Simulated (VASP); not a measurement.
# O (R-3m) in VASP: a series of runs, part 2 of 2

VASP 6.6.1.

## 4. Electric field gradients, PBEsol (equal xx and yy strain of -2 %)

The input, INCAR:

```
SYSTEM = O
PREC     = Accurate       ! precision mode
ENCUT    = 520            ! plane-wave cutoff, eV
EDIFF    = 1E-8           ! SCF threshold, eV
ISMEAR   = -1             ! smearing method
SIGMA    = 0.02           ! smearing width, eV
LREAL    = .False.        ! projectors in reciprocal space
LASPH    = .True.         ! aspherical terms in the spheres
NELM     = 100            ! most SCF steps
ALGO     = Normal         ! electronic algorithm
ISIF     = 2              ! what is computed and relaxed
LWAVE    = .False.        ! write WAVECAR
LCHARG   = .False.        ! write CHGCAR
GGA      = PS             ! functional
LEFG     = .True.       
NBANDS   = 13             ! bands
```

The input, KPOINTS:

```
Automatic mesh
0
Gamma
  10 10 10
  0 0 0
```

The input, POSCAR:

```
O
1.0
    1.3948820417      0.8053355222      3.4083000000
   -1.3948820417      0.8053355222      3.4083000000
    0.0000000000     -1.6106710445      3.4083000000
O
2
Direct
    0.0577000000      0.0577000000      0.0577000000
    0.9423000000      0.9423000000      0.9423000000
```

Potentials or basis: VASP PAW PBE potentials, release 64 (O).

Run with:

```sh
$ cat potpaw_PBE.64/O/POTCAR > POTCAR
$ mpirun -np 1 vasp_std > vasp.out
```

OUTCAR:

```text
SYSTEM = O
   PREC = Accurate
   ENCUT = 520
   EDIFF = 1E-8
   ISMEAR = -1
   LREAL = .False.
   LASPH = .True.
   NELM = 100
   ISIF = 2
   GGA = PS

 ion  position               nearest neighbor table
   1  0.058  0.058  0.058-   2 1.18
   2  0.942  0.942  0.942-   1 1.18

  LATTYP: Found a trigonal (rhomboedric) cell.
 ALAT       =     3.7697175098
 COS(alpha) =     0.7261660141

  Lattice vectors:

 A1 = (   1.3948820417,   0.8053355222,   3.4083000000)
 A2 = (  -1.3948820417,   0.8053355222,   3.4083000000)
[... 596 lines left out ...]
  free  energy   TOTEN  =        -9.8846310523 eV

  energy  without entropy=       -9.8827328152  energy(sigma->0) =       -9.88368193

 Electric field gradients (V/A^2)
---------------------------------------------------------------------
 ion       V_xx      V_yy      V_zz      V_xy      V_xz      V_yz
---------------------------------------------------------------------
   1     -57.735   -57.735   115.469    -0.000     0.000     0.000
   2     -57.735   -57.735   115.469     0.000    -0.000     0.000
---------------------------------------------------------------------

 Electric field gradients after diagonalization (V/A^2)
 (convention: |V_zz| > |V_xx| > |V_yy|)
----------------------------------------------------------------------
 ion       V_xx      V_yy      V_zz     asymmetry (V_yy - V_xx)/ V_zz
----------------------------------------------------------------------
   1     -57.735   -57.735   115.469       0.000
   2     -57.735   -57.735   115.469       0.000
----------------------------------------------------------------------

           NMR quadrupolar parameters

 Cq : quadrupolar parameter    Cq=e*Q*V_zz/h
 eta: asymmetry parameters     (V_yy - V_xx)/ V_zz
 Q  : nuclear electric quadrupole moment in mb (millibarn)
----------------------------------------------------------------------
 ion       Cq(MHz)       eta       Q (mb)
----------------------------------------------------------------------
   1       0.279       0.000       1.000
   2       0.279       0.000       1.000
----------------------------------------------------------------------
```

stdout:

```text
POSCAR found type information on POSCAR O
 POSCAR found :  1 types and       2 ions
 scaLAPACK will be used
 -----------------------------------------------------------------------------
|                                                                             |
|                                                                             |
|     You enforced a specific xc type in the INCAR file but a different       |
|     I HOPE YOU KNOW WHAT YOU ARE DOING!                                     |
|                                                                             |
 -----------------------------------------------------------------------------

 LDA part: xc-table for (Slater+PW92), standard interpolation
 POSCAR, INCAR and KPOINTS ok, starting setup
 FFT: planning ... GRIDC
 FFT: planning ... GRID_SOFT
 FFT: planning ... GRID
 WAVECAR not read
 entering main loop
ion   1

ion   2
```

Run time: 29 s. Hardware: 1 thread of AMD EPYC 9R14 (Zen 4), shared host; peak memory 0.12 GiB.

What came out:

| Property | Result |
| --- | --- |
| Free energy | -9.8846 eV |
| Pressure | 6.4 GPa |
| Largest force | 3.900 eV/Å |
| Band gap on the k mesh | zero (band 6 reaches 1.54 eV, above the bottom of band 7 at 0.08 eV) |

Forces on the atoms (eV/Å):
```
O    0.000  0.000  3.900
O    0.000  0.000 -3.900
```

Levels at points of the mesh, in eV from the Fermi level:
```csv
k point,band 2,band 3,band 4,band 5,band 6,band 7,band 8,band 9,band 10,band 11
"(0.00, 0.00, 0.00)",-13.83,-9.31,-6.53,-6.53,0.64,0.64,8.39,11.68,14.73,18.78
"(0.50, 0.00, 0.00)",-13.59,-9.10,-7.92,-6.97,-0.87,0.10,10.59,12.68,13.42,17.68
"(0.50, 0.50, 0.00)",-13.98,-8.89,-7.26,-7.17,-1.50,0.64,10.07,11.75,15.36,15.59
"(0.50, 0.50, 0.50)",-15.12,-7.12,-6.62,-6.62,0.88,0.88,7.90,8.58,13.80,20.78
```

Electric field gradients, principal values (V/Å²):
```tsv
atom	least	middle	greatest (by size)
1 O	-57.735	-57.735	115.469
2 O	-57.735	-57.735	115.469
```

Caveat: the cell differs from its parent crystal (equal xx and yy strain of -2 %); the standard files for N, O and F lose accuracy on very short bonds; spin is off for a triplet molecule; without QUAD_EFG the Cq values of the log hold for a quadrupole moment of 1 mb, not for the nuclei; the PAW data sets were made with another functional, which shifts forces and pressure a little.

## 5. The runs side by side

| cell | gap on the mesh (eV) | pressure (GPa) | largest force (eV/Å) |
| --- | --- | --- | --- |
| a = 3.707 Å, angles 44.2°, 2 atoms | none | 14.3 | 6.60 |
| a = 3.733 Å, angles 44.2°, 2 atoms | none | 11.2 | 5.65 |
| a = 3.770 Å, angles 43.4°, 2 atoms | none | 6.4 | 3.90 |

Alike in all rows: task electric field gradients; level PBEsol; potentials or basis VASP PAW PBE potentials, release 64 (O); no spin polarisation; k mesh 10 × 10 × 10; cutoff (eV) 520; smearing fermi-dirac 0.02 eV.

Caveats: the standard files for N, O and F lose accuracy on very short bonds; spin is off for a triplet molecule; the PAW data sets were made with another functional, which shifts forces and pressure a little.

Total energies depend on the potentials used, so only differences within one code and one set of settings carry meaning.
